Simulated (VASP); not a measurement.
Sn3H, 4 atoms in the cell. Symmetry: I4/mmm, No. 139, tetragonal system. The conventional cell has a = 4.214 Å, b = 4.214 Å, c = 9.413 Å, α = 90.00°, β = 90.00°, γ = 90.00°. Within 3.9 Å of Sn (site symmetry 4/mmm) lie 4 H at 2.98 Å and 8 Sn at 3.16 Å. Within 3.9 Å of Sn (site symmetry -4m2) lie 8 Sn at 2.98 to 3.16 Å and 4 H at 3.16 Å. Within 3.9 Å of H (site symmetry 4/mmm) lie 12 Sn at 2.98 to 3.16 Å. 

- Program: VASP 6.6.1
- Task: relaxation of cell and atoms
- Functional: PBE
- Potentials or basis: VASP PAW PBE potentials, release 64 (Sn_d, H)
- Cutoff: 600 eV
- k mesh: 6 × 6 × 6
- Occupations: gaussian, width 0.1 eV
- Spin: no spin polarisation
- Dipole correction: no
- Further INCAR settings: ALGO = Normal; EDIFF = 1e-06; IBRION = 2; EDIFFG = -0.04; NSW = 90; ISIF = 3

Potentials or basis: VASP PAW PBE potentials, release 64 (Sn_d, H).

Command:

```bash
$ cat potpaw_PBE.64/Sn_d/POTCAR potpaw_PBE.64/H/POTCAR > POTCAR
$ mpirun -np 1 vasp_std > vasp.out
```

Hardware: 1 thread of Intel Xeon 8259CL (shared host).

**Question.** Estimate the wall time of this run.

**Answer.** Run time: 14 min on 1 thread of Intel Xeon 8259CL, on a shared host, peak memory 0.36 GiB. Counts: scf iterations 49, k points 30, ion steps 6.
